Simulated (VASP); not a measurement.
Write the native input for VASP 6.6.1 that does the following.

| Property | Result |
| --- | --- |
| Task | relaxation of cell and atoms |
| Functional | PBE |
| Potentials or basis | VASP PAW PBE potentials, release 64 (Mg, In_d, Pt, C, N) |
| Cutoff | 600 eV |
| k mesh | 4 × 4 × 4 |
| Occupations | gaussian, width 0.1 eV |
| Spin | no spin polarisation |
| Dipole correction | no |
| Further INCAR settings | LREAL = Auto; ALGO = Normal; EDIFF = 1e-07; IBRION = 2; EDIFFG = -0.04; NSW = 90; ISIF = 3 |

The structure of Mg2InPtC6N6 lies in POSCAR:

```
Mg2InPtC6N6
1.0
    0.0000000000      5.1845000000      5.1845000000
    5.1845000000      0.0000000000      5.1845000000
    5.1845000000      5.1845000000      0.0000000000
Mg In Pt C N
2 1 1 6 6
Direct
    0.2500000000      0.2500000000      0.2500000000
    0.7500000000      0.7500000000      0.7500000000
    0.5000000000      0.5000000000      0.5000000000
    0.0000000000      0.0000000000      0.0000000000
    0.8151220000      0.1848780000      0.1848780000
    0.1848780000      0.8151220000      0.1848780000
    0.1848780000      0.1848780000      0.8151220000
    0.1848780000      0.8151220000      0.8151220000
    0.8151220000      0.1848780000      0.8151220000
    0.8151220000      0.8151220000      0.1848780000
    0.7022856600      0.2977143400      0.2977143400
    0.2977143400      0.7022856600      0.2977143400
    0.2977143400      0.2977143400      0.7022856600
    0.2977143400      0.7022856600      0.7022856600
    0.7022856600      0.2977143400      0.7022856600
    0.7022856600      0.7022856600      0.2977143400
```

One way to write it, as run:

INCAR

```
SYSTEM = Mg2InPtC6N6
ALGO = Normal
EDIFF = 1E-7
EDIFFG = -0.04
ENCUT = 600
GGA = PE
IBRION = 2
ISIF = 3
ISMEAR = 0
LASPH = .True.
LCHARG = .False.
LREAL = Auto
LWAVE = .False.
NELM = 60
NSW = 90
PREC = Accurate
SIGMA = 0.1
```

KPOINTS

```
k-points
0
Gamma
  4 4 4
  0 0 0
```

Potentials or basis: VASP PAW PBE potentials, release 64 (Mg, In_d, Pt, C, N).

Command:

```sh
$ cat potpaw_PBE.64/Mg/POTCAR potpaw_PBE.64/In_d/POTCAR potpaw_PBE.64/Pt/POTCAR potpaw_PBE.64/C/POTCAR potpaw_PBE.64/N/POTCAR > POTCAR
$ mpirun -np 1 vasp_std > vasp.out
```

Results of the run:

```
Relaxed volume                        : 21.31 Å³/atom
Relaxed cell                          : a = 7.842 Å, b = 7.842 Å, c = 7.842 Å, α = 60.00°, β = 60.00°, γ = 60.00°
Space group after relaxing (to 0.1 Å) : Fm-3m (No. 225)
Energy gained by relaxing             : 165.2 meV/atom
Ionic steps                           : 21
Pressure after relaxing               : 0.0 GPa
Largest force after relaxing          : 0.014 eV/Å
Band gap on the k mesh                : zero (an odd number of electrons rules out a gap without spin polarisation)
```

Caveat: the volume moved by over 15 % at a fixed basis, so the end points are rough; spin-orbit coupling is left out, which moves the levels of the heavy elements.

Run time: 49 min on 1 thread of Intel(R) Xeon(R) Platinum 8488C (Sapphire Rapids), with other jobs on the host, peak memory 0.61 GiB.
